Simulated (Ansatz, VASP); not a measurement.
# AgCl: VASP beside Ansatz

Contents of POSCAR:

```
AgCl
1.0
    3.3955880419      0.0000000000      0.0000000000
    0.0000000000      3.3955880419      0.0000000000
    0.0000000000      0.0000000000      3.3955880419
Ag Cl
1 1
Direct
    0.0000000000      0.0000000000      0.0000000000
    0.5000000000      0.5000000000      0.5000000000
```

File INCAR.step1:

```
SYSTEM = AgCl
ALGO     = Normal         ! electronic algorithm
EDIFF    = 1E-5           ! SCF threshold, eV
ENCUT    = 520            ! plane-wave cutoff, eV
GGA      = PE             ! functional
ISIF     = 2              ! what is computed and relaxed
ISMEAR   = 0              ! smearing method
LASPH    = .TRUE.         ! aspherical terms in the spheres
LCHARG   = .FALSE.        ! write CHGCAR
LREAL    = .FALSE.        ! projectors in reciprocal space
LWAVE    = .TRUE.         ! write WAVECAR
NBANDS   = 16             ! bands
NELM     = 100            ! most SCF steps
PREC     = Accurate       ! precision mode
SIGMA    = 0.01           ! smearing width, eV
```

INCAR.step2

```
SYSTEM = AgCl
AEXX     = 0.35           ! exact-exchange fraction
ALGO     = Normal         ! electronic algorithm
EDIFF    = 1E-7           ! SCF threshold, eV
ENCUT    = 520            ! plane-wave cutoff, eV
GGA      = PE             ! functional
HFSCREEN = 0.3            ! screening, 1/A
ISIF     = 2              ! what is computed and relaxed
ISMEAR   = 0              ! smearing method
ISTART   = 1            
LASPH    = .TRUE.         ! aspherical terms in the spheres
LCHARG   = .FALSE.        ! write CHGCAR
LHFCALC  = .TRUE.         ! exact exchange
LREAL    = .FALSE.        ! projectors in reciprocal space
LWAVE    = .FALSE.        ! write WAVECAR
NBANDS   = 16             ! bands
NELM     = 100            ! most SCF steps
PREC     = Accurate       ! precision mode
PRECFOCK = Normal       
SIGMA    = 0.01           ! smearing width, eV
```

File KPOINTS:

```
k-points
0
G
  4 4 4
  0 0 0
```

Input for Ansatz:

```yaml
crystal:
  lattice:
    - [3.3955880419, 0.0, 0.0]
    - [0.0, 3.3955880419, 0.0]
    - [0.0, 0.0, 3.3955880419]
  atoms:
    - { symbol: Ag, position: [0.0, 0.0, 0.0] }
    - { symbol: Cl, position: [0.5, 0.5, 0.5] }
kpoints:
  mp_grid: { grid: [4, 4, 4] }
hamiltonian:
  xc: { exchange: pbe, correlation: pbe, exx: { coeff: 0.35, omega: 0.3 } }
scf:
  occupations: { method: fixed }
  n_extra_bands: 4
output:
  forces: true
  stress: true
  eigenvalues: true
```

Alike in both runs: task single point; functional PBE-based screened hybrid; k mesh 4 × 4 × 4; no spin polarisation.

|  | VASP | Ansatz |
| --- | --- | --- |
| version | VASP 6.6.1 | Ansatz 0.2.0 |
| potentials or method | VASP PAW PBE potentials, release 64 (Ag, Cl) | plane waves |
| plane-wave cutoff (eV) | 520 | 420 |
| occupations | gaussian, width 0.01 eV | fixed |
| valence electrons in the cell | 18 | 26 |

Ansatz gave:

```
gap on the k mesh at the Fermi level (eV) : 2.31
pressure (GPa)                            : 1.5
```

**Question.** Which values does VASP return?

**Answer.** gap on the k mesh at the Fermi level (eV): 2.29; pressure (GPa): 1.3.

VASP's potentials were made for PBE, not for PBE-based screened hybrid. VASP's potentials hold 18 valence electrons a cell and Ansatz's 26, so a difference there can come from the potentials and not from the codes. Ansatz's warnings: stress exchange threshold loose, stress scf threshold loose.

The k mesh is coarse, so the values compare programs but aren't converged.
